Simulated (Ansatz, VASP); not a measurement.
Ta in VASP and in Ansatz

Contents of INCAR:

```
SYSTEM = Ta
  PREC = Accurate
  ENCUT = 520
  EDIFF = 1E-6
  ISMEAR = 1
  SIGMA = 0.1
  LREAL = .False.
  LASPH = .True.
  NELM = 60
  ALGO = Normal
  ISIF = 2
  LWAVE = .False.
  LCHARG = .False.
  GGA = PS
  NBANDS = 12
```

Contents of KPOINTS:

```
regular mesh
0
Gamma
  34 34 34
  0 0 0
```

The input POSCAR:

```
Ta
1.0
   -1.6411286670      1.6411286670      1.6411286670
    1.6411286670     -1.6411286670      1.6411286670
    1.6411286670      1.6411286670     -1.6411286670
Ta
1
Direct
    0.0000000000      0.0000000000      0.0000000000
```

Input for Ansatz:

```yaml
crystal:
  lattice:
    - [-1.641128667, 1.641128667, 1.641128667]
    - [1.641128667, -1.641128667, 1.641128667]
    - [1.641128667, 1.641128667, -1.641128667]
  atoms:
    - { symbol: Ta, position: [0.0, 0.0, 0.0] }
kpoints:
  mp_grid: { grid: [34, 34, 34] }
scf:
  occupations: { method: cold, width: 0.1 }
hamiltonian:
  xc: pbesol
  pseudopotentials: { kind: paw, azcp: { folder: soft_1 } }
output:
  forces: true
  stress: true
  populations: false
```

Alike in both runs: task single point; functional PBEsol; k mesh 34 × 34 × 34; no spin polarisation.

|  | VASP | Ansatz |
| --- | --- | --- |
| version | VASP 6.6.1 | Ansatz 0.2.0 |
| potentials or method | VASP PAW PBE potentials, release 64 (Ta_pv) | plane-wave PAW, scalar-relativistic |
| plane-wave cutoff (eV) | 520 | 420 |
| occupations | methfessel-paxton of order 1, width 0.1 eV | cold, width 0.1 eV |
| valence electrons in the cell | 11 | 13 |

Ansatz gave:

- pressure (GPa): -0.2

Problem. Which values does VASP return?

Solution. Pressure (GPa): 0.0.

VASP's potentials were made for PBE, not for PBEsol, and Ansatz warns of the same on its side. VASP's potentials hold 11 valence electrons a cell and Ansatz's 13, so a difference there can come from the potentials and not from the codes.

Spin-orbit coupling is off throughout.
